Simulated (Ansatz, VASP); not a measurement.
MgS in VASP and in Ansatz

```
Mg S
1.0
     0.00000    2.35788    2.60165
     2.84542    0.00000    2.60165
     2.84542    2.35788    0.00000
Mg S
1 1
Cartesian
  0.0000 0.0000 0.0000
  2.8454 2.3579 2.6016
```

Change from the starting cell: strain +0.0937 x Voigt [1, -1, 0, 0, 0, 0], atoms carried along.

Alike in both runs: task single point; functional PBEsol; k mesh 8 × 8 × 8; occupations gaussian, width 0.05 eV; no spin polarisation.

```csv
,VASP,Ansatz
version,VASP 6.6.1,Ansatz 0.2.0
potentials or method,"VASP PAW PBE potentials, release 64 (Mg, S), cutoff 520 eV","scalar-relativistic, plane waves, PAW"
valence electrons in the cell,8,16
```

VASP gave:

```
gap on the k mesh at the Fermi level (eV)                     : 2.34
least direct gap on the mesh (eV)                             : 3.41
pressure (GPa)                                                : 4.0
traceless stress, the component that is largest in VASP (GPa) : 13.35
```

Task: Which values does Ansatz return?

Result: gap on the k mesh at the Fermi level (eV): 2.33; least direct gap on the mesh (eV): 3.41; pressure (GPa): 4.2; traceless stress, the component that is largest in VASP (GPa): 13.33.

VASP's potentials were made for PBE, not for PBEsol. With one functional, cell and mesh, what is left measures potentials, basis and numerics. VASP's potentials hold 8 valence electrons a cell and Ansatz's 16, so a difference there can come from the potentials and not from the codes.
